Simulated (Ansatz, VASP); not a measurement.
One calculation of C, two programs

```
C
1.0
     0.00000    1.78565    1.78565
     1.78565    0.00000    1.78565
     1.78565    1.78565    0.00000
C
2
Direct
  0.00000 0.00000 0.00000
  0.25000 0.25000 0.25000
```

Alike in both runs: task relaxation of cell and atoms; functional PBE; k mesh 12 × 12 × 12; occupations gaussian, width 0.02 eV; no spin polarisation.

```csv
,VASP,Ansatz
version,VASP 6.6.1,Ansatz 0.2.0
potentials or method,"VASP PAW PBE potentials, release 64 (C), cutoff 600 eV","scalar-relativistic, plane waves, PAW"
valence electrons in the cell,8,8
```

Ansatz gave:

```
gap on the k mesh at the Fermi level, each at its own relaxed structure (eV) : 4.15
relaxed volume (Å³/atom)                                                     : 5.69
relaxed cell length with the largest relative difference (Å)                 : 2.525
```

Question: Estimate VASP's values.

Answer: gap on the k mesh at the Fermi level, each at its own relaxed structure (eV): 4.14; relaxed volume (Å³/atom): 5.69; relaxed cell length with the largest relative difference (Å): 2.525.

Noted on VASP's run: the relaxation stopped at its first step, so nothing moved.
